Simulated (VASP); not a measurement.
Wanted: the native input for a VASP 6.6.1 run.

```yaml
Task: relaxation of cell and atoms
Functional: PBE
Potentials_or_basis: VASP PAW PBE potentials, release 64 (Rb_sv, Ag_sv_GW)
Cutoff: 630 eV
k_mesh: 4 × 4 × 4
Occupations: gaussian, width 0.1 eV
Spin: no spin polarisation
Dipole_correction: no
Further_INCAR_settings: ALGO = Normal; EDIFF = 1e-07; IBRION = 2; EDIFFG = -0.04; NSW = 90; ISIF = 3
```

The structure of Rb2Ag3 lies in POSCAR:

```
Rb2Ag3
1.0
    5.5604900900      0.0000000000      0.0000000000
    0.0000000000      5.5604900900      0.0000000000
    0.0000000000      0.0000000000      5.5604900900
Rb Ag
2 3
Direct
    0.0000000000      0.0000000000      0.0000000000
    0.5000000000      0.5000000000      0.5000000000
    0.5000000000      0.0000000000      0.0000000000
    0.0000000000      0.5000000000      0.0000000000
    0.0000000000      0.0000000000      0.5000000000
```

The cell was generated, and may not be a known phase.

The input as run:

INCAR

```
PREC = Accurate ; ENCUT = 630
EDIFF = 1E-7 ; ISMEAR = 0
SIGMA = 0.1 ; LREAL = False
LASPH = True ; NELM = 120
ALGO = Normal ; ISIF = 3
LWAVE = False ; LCHARG = False
GGA = PE ; IBRION = 2
NSW = 90 ; EDIFFG = -0.04
GGA_COMPAT = False ; NELMIN = 4
```

KPOINTS

```
regular mesh
0
Gamma
  4 4 4
```

Potentials or basis: VASP PAW PBE potentials, release 64 (Rb_sv, Ag_sv_GW).

Command:

```sh
$ cat potpaw_PBE.64/Rb_sv/POTCAR potpaw_PBE.64/Ag_sv_GW/POTCAR > POTCAR
$ mpirun -np 1 vasp_std > vasp.out
```

Results of the run:

```json
{
 "Relaxed volume": "47.83 Å³/atom",
 "Relaxed cell": "a = 6.207 Å, b = 6.207 Å, c = 6.207 Å, α = 90.00°, β = 90.00°, γ = 90.00°",
 "Space group after relaxing (to 0.1 Å)": "Pm-3m (No. 221)",
 "Energy gained by relaxing": "203.0 meV/atom",
 "Ionic steps": "4",
 "Pressure after relaxing": "0.1 GPa",
 "Band gap on the k mesh": "zero (an odd number of electrons rules out a gap without spin polarisation)"
}
```

Caveat: the volume moved by over 15 % at a fixed basis, so the end points are rough.

Run time: 10 min on 1 thread of Intel(R) Xeon(R) Platinum 8259CL CPU @ 2.50GHz (Skylake/Cascade Lake) (shared host), peak memory 0.39 GiB.
